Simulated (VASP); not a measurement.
# Be16CO in VASP: further runs

The runs below take Be16CO through single point, with PBE.

Program: VASP 6.6.1. These are calculated values, not measurements. Logs are shortened: lines on timing, memory, paths and dates and some standing lists are left out, and cuts for length are marked.

## (1) The cell of the first run

The cell holds a slab with vacuum, 18 atoms: a = 4.525 Å, b = 4.525 Å, c = 23.476 Å, α = 90.00°, β = 90.00°, γ = 120.00°.

## (2) Single point, PBE

Input file INCAR:

```
SYSTEM = Be16CO
PREC = Accurate
ENCUT = 520
EDIFF = 1E-6
ISMEAR = 0
SIGMA = 0.1
LREAL = Auto
LASPH = .TRUE.
NELM = 100
ALGO = Normal
ISIF = 2
LWAVE = .FALSE.
LCHARG = .TRUE.
LDIPOL = .TRUE.
IDIPOL = 3
DIPOL = 0.5 0.5 0.310
GGA = PE
LELF = .TRUE.
LVHAR = .TRUE.
LVACPOTAV = .TRUE.
NBANDS = 36
```

Input file KPOINTS:

```
regular mesh
0
G
  6 6 1
  0 0 0
```

Input file POSCAR:

```
Be16CO
1.0
    4.5254381410      0.0000000000      0.0000000000
   -2.2627190705      3.9191443934      0.0000000000
    0.0000000000      0.0000000000     23.4761687145
Be C O
16 1 1
Direct
    0.3333333333      0.1666666667      0.1703855535
    0.3333333333      0.6666666667      0.1703855535
    0.8333333333      0.1666666667      0.1703855535
    0.8333333333      0.6666666667      0.1703855535
    0.1666666667      0.3333333333      0.2463521558
    0.1666666667      0.8333333333      0.2463521558
    0.6666666667      0.3333333333      0.2463521558
    0.6666666667      0.8333333333      0.2463521558
    0.3333333333      0.1666666667      0.3241941575
    0.3333333333      0.6666666667      0.3241941575
    0.8333333333      0.1666666667      0.3241941575
    0.8333333333      0.6666666667      0.3241941575
    0.1666666667      0.3333333333      0.4036505628
    0.1666666667      0.8333333333      0.4036505628
    0.6666666667      0.3333333333      0.4036505628
    0.6666666667      0.8333333333      0.4036505628
    0.1666666667      0.3333333333      0.4828798452
    0.2713124495      0.2286875505      0.5178192715
```

Potentials or basis: VASP PAW PBE potentials, release 64 (Be, C, O).

Launch:

```console
$ cat potpaw_PBE.64/Be/POTCAR potpaw_PBE.64/C/POTCAR potpaw_PBE.64/O/POTCAR > POTCAR
$ mpirun -np 1 vasp_std > vasp.out
```

OUTCAR:

```text
SYSTEM = Be16CO
   PREC = Accurate
   ENCUT = 520
   EDIFF = 1E-6
   ISMEAR = 0
   LREAL = Auto
   LASPH = .TRUE.
   NELM = 100
   ISIF = 2
   GGA = PE

 ion  position               nearest neighbor table
   1  0.333  0.167  0.170-   5 2.21   7 2.21   6 2.21   3 2.26   3 2.26   2 2.26   2 2.26   4 2.26
                             4 2.26
   2  0.333  0.667  0.170-   6 2.21   8 2.21   5 2.21   4 2.26   4 2.26   3 2.26   1 2.26   1 2.26
                             3 2.26
   3  0.833  0.167  0.170-   7 2.21   5 2.21   8 2.21   1 2.26   1 2.26   2 2.26   4 2.26   4 2.26
                             2 2.26
   4  0.833  0.667  0.170-   8 2.21   6 2.21   7 2.21   2 2.26   2 2.26   1 2.26   3 2.26   3 2.26
                             1 2.26
   5  0.167  0.333  0.246-   1 2.21   3 2.21   2 2.21   9 2.25  11 2.25  10 2.25   7 2.26   7 2.26
                             6 2.26   6 2.26   8 2.26   8 2.26
   6  0.167  0.833  0.246-   2 2.21   4 2.21   1 2.21  10 2.25  12 2.25   9 2.25   8 2.26   8 2.26
                             7 2.26   5 2.26   5 2.26   7 2.26
   7  0.667  0.333  0.246-   3 2.21   1 2.21   4 2.21  11 2.25   9 2.25  12 2.25   5 2.26   5 2.26
                             6 2.26   8 2.26   8 2.26   6 2.26
   8  0.667  0.833  0.246-   4 2.21   2 2.21   3 2.21  12 2.25  10 2.25  11 2.25   6 2.26   6 2.26
                             5 2.26   7 2.26   7 2.26   5 2.26
   9  0.333  0.167  0.324-   5 2.25   7 2.25   6 2.25  11 2.26  11 2.26  12 2.26  10 2.26  10 2.26
                            12 2.26  13 2.28  15 2.28  14 2.28
  10  0.333  0.667  0.324-   6 2.25   8 2.25   5 2.25  12 2.26  12 2.26   9 2.26   9 2.26  11 2.26
                            11 2.26  14 2.28  16 2.28  13 2.28
  11  0.833  0.167  0.324-   7 2.25   5 2.25   8 2.25   9 2.26   9 2.26  12 2.26  12 2.26  10 2.26
                            10 2.26  15 2.28  13 2.28  16 2.28
  12  0.833  0.667  0.324-   8 2.25   6 2.25   7 2.25  10 2.26  10 2.26  11 2.26  11 2.26   9 2.26
                             9 2.26  16 2.28  14 2.28  15 2.28
  13  0.167  0.333  0.404-  17 1.86  15 2.26  15 2.26  14 2.26  14 2.26  16 2.26  16 2.26   9 2.28
                            11 2.28  10 2.28
  14  0.167  0.833  0.404-  16 2.26  16 2.26  13 2.26  13 2.26  15 2.26  15 2.26  10 2.28  12 2.28
                             9 2.28
  15  0.667  0.333  0.404-  13 2.26  13 2.26  16 2.26  16 2.26  14 2.26  14 2.26  11 2.28   9 2.28
                            12 2.28
  16  0.667  0.833  0.404-  14 2.26  14 2.26  15 2.26  15 2.26  13 2.26  13 2.26  12 2.28  10 2.28
                            11 2.28
  17  0.167  0.333  0.483-  18 1.16  13 1.86
  18  0.271  0.229  0.518-  17 1.16

  LATTYP: Found a hexagonal cell.
 ALAT       =     4.5254381410
 C/A-ratio  =     5.1876012848

  Lattice vectors:

 A1 = (   4.5254381410,   0.0000000000,   0.0000000000)
 A2 = (  -2.2627190705,   3.9191443934,   0.0000000000)
 A3 = (   0.0000000000,   0.0000000000,  23.4761687145)

Analysis of symmetry for initial positions (statically):
=====================================================================
 Subroutine PRICEL returns:
 Original cell was already a primitive cell.

 Routine SETGRP: Setting up the symmetry group for a
 hexagonal supercell.

 Subroutine GETGRP returns: Found  2 space group operations
 (whereof  1 operations were pure point group operations)
 out of a pool of 24 trial point group operations.

The static configuration has the point symmetry C_1 .
 The point group associated with its full space group is C_1h.

Analysis of symmetry for dynamics (positions and initial velocities):
=====================================================================
 Subroutine PRICEL returns:
 Original cell was already a primitive cell.

 Routine SETGRP: Setting up the symmetry group for a
 hexagonal supercell.

 Subroutine GETGRP returns: Found  2 space group operations
 (whereof  1 operations were pure point group operations)
 out of a pool of 24 trial point group operations.

The dynamic configuration has the point symmetry C_1 .
 The point group associated with its full space group is C_1h.

 Subroutine INISYM returns: Found  2 space group operations
 (whereof  1 operations are pure point group operations),
 and found     1 'primitive' translations

----------------------------------------------------------------------------------------

                                     Primitive cell

  volume of cell :     416.3697

  direct lattice vectors                    reciprocal lattice vectors
     4.525438141  0.000000000  0.000000000     0.220973079  0.127578867  0.000000000
    -2.262719071  3.919144393  0.000000000     0.000000000  0.255157733  0.000000000
[... 66 lines left out ...]

 Subroutine IBZKPT returns following result:
 ===========================================

 Found     13 irreducible k-points:

 Following reciprocal coordinates:
            Coordinates               Weight
  0.000000  0.000000  0.000000      1.000000
  0.166667  0.000000  0.000000      4.000000
 -0.166667  0.166667  0.000000      2.000000
  0.333333  0.000000  0.000000      4.000000
 -0.333333  0.333333  0.000000      2.000000
  0.500000  0.000000  0.000000      2.000000
  0.500000  0.500000  0.000000      1.000000
  0.166667  0.166667  0.000000      2.000000
 -0.166667  0.333333  0.000000      4.000000
  0.333333  0.166667  0.000000      4.000000
 -0.166667  0.500000  0.000000      4.000000
  0.500000  0.333333  0.000000      4.000000
  0.333333  0.333333  0.000000      2.000000
   k-points           NKPTS =     13   k-points in BZ     NKDIM =     13   number of bands    NBANDS=     36
   number of dos      NEDOS =    301   number of ions     NIONS =     18
   total plane-waves  NPLWV = 233280
   dimension x,y,z NGX =    36 NGY =   36 NGZ =  180
   dimension x,y,z NGXF=    72 NGYF=   72 NGZF=  360
   ions per type =              16   1   1
   NGX,Y,Z   is equivalent  to a cutoff of  13.22, 13.22, 12.75 a.u.
   NGXF,Y,Z  is equivalent  to a cutoff of  26.45, 26.45, 25.49 a.u.
 SYSTEM =  Be16CO
   PREC   = accura    normal or accurate (medium, high low for compatibility)
   ISTART =      0    job   : 0-new  1-cont  2-samecut
   ICHARG =      2    charge: 1-file 2-atom 10-const
   ISPIN  =      1    spin polarized calculation?
   LNONCOLLINEAR =      F non collinear calculations
   LSORBIT =      F    spin-orbit coupling
   LASPH  =      T    aspherical Exc in radial PAW
   ENCUT  =  520.0 eV  38.22 Ry    6.18 a.u.   8.41  8.41 43.65*2*pi/ulx,y,z
   NELM   =    100;   NELMIN=  2; NELMDL= -5     # of ELM steps
   EDIFF  = 0.1E-05   stopping-criterion for ELM
   LREAL  =      T    real-space projection
   EDIFFG = 0.1E-04   stopping-criterion for IOM
   NSW    =      0    number of steps for IOM
   IBRION =     -1    ionic relax: 0-MD 1-quasi-New 2-CG
   NFREE  =      0    steps in history (QN), initial steepest desc. (CG)
   ISIF   =      2    stress and relaxation
   ISYM   =      2    0-nonsym 1-usesym 2-fastsym
   POTIM  = 0.5000    time-step for ionic-motion
   TEBEG  =    0.0;   TEEND  =   0.0 temperature during run
   PSTRESS=    0.0 pullay stress
   NELECT =      42.0000    total number of electrons
   NUPDOWN=      -1.0000    fix difference up-down
   EMIN   =  10.00;   EMAX   =-10.00  energy-range for DOS
   EFERMI =   0.00;   METHOD = LEGACY
   ISMEAR =     0;   SIGMA  =   0.10  broadening in eV -4-tet -1-fermi 0-gaus
   EFERMI_NEDOS =   21; number of points for ismear=-14 and -15
   IALGO  =     38    algorithm
   IMIX   =      4    mixing-type and parameters
     AMIX     =   0.40;   BMIX     =  1.00
     AMIX_MAG =   1.60;   BMIX_MAG =  1.00
  volume/ion in A,a.u.               =      23.13       156.10
  Fermi-wavevector in a.u.,A,eV,Ry     =   0.762076  1.440115  7.901715  0.580760
  Thomas-Fermi vector in A             =   1.861457
   LORBIT       =      0    0 simple, 1 ext, 2 COOP (PROOUT), +10 PAW based schemes
   GGA     = PE    functional components
   LHFCALC =     F    Hartree Fock is set to
   AEXX    =    0.0000 exact exchange contribution
   IVDW    =     0    specifies the selected vdW correction
   LEPSILON=     F    determine dielectric tensor
   LRPA    =     F    only Hartree local field effects (RPA)
 non-spin polarized calculation
 Gauss-broadening in eV      SIGMA  =   0.10
  energy-cutoff  :      520.00
  volume of cell :      416.37
 maximum number of plane-waves:     11313
 NGX is ok and might be reduce to    36
   NGX = 17   NGY = 17   NGZ = 87

 dipolmoment           0.000000      0.000000      0.191430 electrons x Angstroem

 number of electron      41.9999998 magnetization

 dipolmoment           0.000000      0.000000     -0.033636 electrons x Angstroem

 Free energy of the ion-electron system (eV)
  ---------------------------------------------------
  ext. energy  EPLUGINS =         0.00000000
  ---------------------------------------------------
  free energy    TOTEN  =       -70.81375540 eV

  energy without entropy =      -70.78304575  energy(sigma->0) =      -70.79840058

 E-fermi :  -1.1475     XC(G=0):  -4.6330

 val. band max:       -1.1771939980   @ k =   0.5000   0.3333   0.0000
 cond. band min:      -1.1061196139   @ k =  -0.1667   0.3333   0.0000
 fundamental gap:      0.0710743842
 Fermi energy:        -1.1475192131

 k-point     1 :       0.0000    0.0000    0.0000
  band No.  band energies     occupation
      1     -25.2565      2.00000
      2     -11.2943      2.00000
      3     -10.7744      2.00000
      4      -9.8422      2.00000
      5      -8.5915      2.00000
      6      -7.8901      2.00000
[... 457 lines left out ...]
     32       4.4297      0.00000
     33       4.8475      0.00000
 [bands above 33 left out]

------------------------ aborting loop because EDIFF is reached ----------------------------------------

  FORCE on cell =-STRESS in cart. coord.  units (eV):
  Direction    XX          YY          ZZ          XY          YZ          ZX
  --------------------------------------------------------------------------------------
  -------------------------------------------------------------------------------------
  Total       -5.4849274     -5.1395401      0.5760730      0.2991142     -0.3539069      0.6129939
  in kB      -21.1058257    -19.7767864      2.2167106      1.1509818     -1.3618224      2.3587809
  external PRESSURE =     -12.8886338 kB  Pullay stress =       0.0000000 kB

 VOLUME and BASIS-vectors are now :
 -----------------------------------------------------------------------------
  energy-cutoff  :      520.00
  volume of cell :      416.37
      direct lattice vectors                 reciprocal lattice vectors
     4.525438141  0.000000000  0.000000000     0.220973079  0.127578867  0.000000000
    -2.262719071  3.919144393  0.000000000     0.000000000  0.255157733  0.000000000
     0.000000000  0.000000000 23.476168715     0.000000000  0.000000000  0.042596388

 POSITION                                       TOTAL-FORCE (eV/Angst)
 -----------------------------------------------------------------------------------
      1.13136      0.65319      4.00000        -0.021418      0.012365     -0.202897
     -0.00000      2.61276      4.00000        -0.024858     -0.033439     -0.134968
      3.39408      0.65319      4.00000         0.016531      0.038247     -0.134968
      2.26272      2.61276      4.00000         0.032050     -0.018504     -0.163624
      0.00000      1.30638      5.78340        -0.007803      0.004505      0.496266
     -1.13136      3.26595      5.78340        -0.043392     -0.018965      0.260871
[... 10 lines left out ...]
      0.00000      1.30638     11.33617         1.177900     -0.680061     -1.379305
      0.71035      0.89626     12.15641        -0.599667      0.346218      1.475234
 -----------------------------------------------------------------------------------
    total drift:                               -0.003801      0.002194     -0.010940

  FREE ENERGIE OF THE ION-ELECTRON SYSTEM (eV)
  ---------------------------------------------------
  free  energy   TOTEN  =       -70.8137554014 eV

  energy  without entropy=      -70.7830457525  energy(sigma->0) =      -70.79840058

 vacuum level on the upper side and lower side of the slab         3.802         4.145
```

Run time: 5.5 min. Hardware: 1 thread of Intel Xeon Platinum 8488C (Sapphire Rapids), shared host; peak memory 0.56 GiB.

Results:

```yaml
Free_energy: -70.8138 eV
Largest_force: 1.937 eV/Å
Band_gap_on_the_k_mesh: zero (band 21 reaches -0.66 eV, above the bottom of band 22 at -2.07 eV)
```

Forces on the atoms (eV/Å):
```
Be  -0.021  0.012 -0.203
Be  -0.025 -0.033 -0.135
Be   0.017  0.038 -0.135
Be   0.032 -0.019 -0.164
Be  -0.008  0.005  0.496
Be  -0.043 -0.019  0.261
Be  -0.005  0.047  0.261
Be   0.053 -0.031  0.149
Be   0.197 -0.114 -0.139
Be  -0.012  0.192  0.143
Be  -0.172 -0.085  0.143
Be  -0.022  0.013 -0.152
Be  -0.232  0.134  0.960
Be  -0.151  0.273 -0.584
Be  -0.312 -0.005 -0.584
Be   0.128 -0.074 -0.414
C    1.178 -0.680 -1.379
O   -0.600  0.346  1.475
```

[end of part 1 of 2]
